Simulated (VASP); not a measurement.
Here is a VASP 6.6.1 calculation.

The input INCAR:

```
  PREC = Accurate
  ENCUT = 520
  EDIFF = 1E-7
  ISMEAR = -1
  SIGMA = 0.05
  LREAL = False
  LASPH = True
  NELM = 60
  ALGO = Normal
  ISIF = 2
  LWAVE = False
  LCHARG = False
  GGA = PS
  IVDW = 12
  NBANDS = 26
```

KPOINTS

```
Automatic mesh
0
Gamma
  8 8 8
```

The input POSCAR:

```
Cu2IBr
1.0
    1.9076411007      1.1013771030      6.1323107238
   -1.9076411007      1.1013771030      6.1323107238
    0.0000000000     -2.2027542061      6.1323107238
I Br Cu
1 1 2
Direct
    0.0000000000      0.0000000000      0.0000000000
    0.5000000000      0.5000000000      0.5000000000
    0.2470357801      0.2470357801      0.2470357801
    0.7529642199      0.7529642199      0.7529642199
```

Potentials or basis: VASP PAW PBE potentials, release 64 (I, Br, Cu).

The run is started by

```sh
$ cat potpaw_PBE.64/I/POTCAR potpaw_PBE.64/Br/POTCAR potpaw_PBE.64/Cu/POTCAR > POTCAR
$ mpirun -np 1 vasp_std > vasp.out
```

Problem. Predict the dispersion energy per atom.

Solution. -0.381 eV.

Problem. Estimate the band gap on the k mesh.

Solution. Zero (band 18 reaches 6.77 eV, above the bottom of band 19 at 6.57 eV).

Problem. Estimate the pressure.

Solution. -0.3 GPa.

Forces on the atoms (eV/Å):
```
I    0.000  0.000  0.000
Br   0.000  0.000  0.000
Cu   0.000  0.000  0.002
Cu   0.000  0.000 -0.002
```

Caveat: three body term missing; the PAW data sets were made with another functional, which shifts forces and pressure a little; spin-orbit coupling is left out, which moves the levels of the heavy elements; semilocal functionals often make such compounds metallic where correlation or magnetic order opens a gap, which also shifts bond lengths; pairwise dispersion overbinds metals, which lowers pressure and volume.
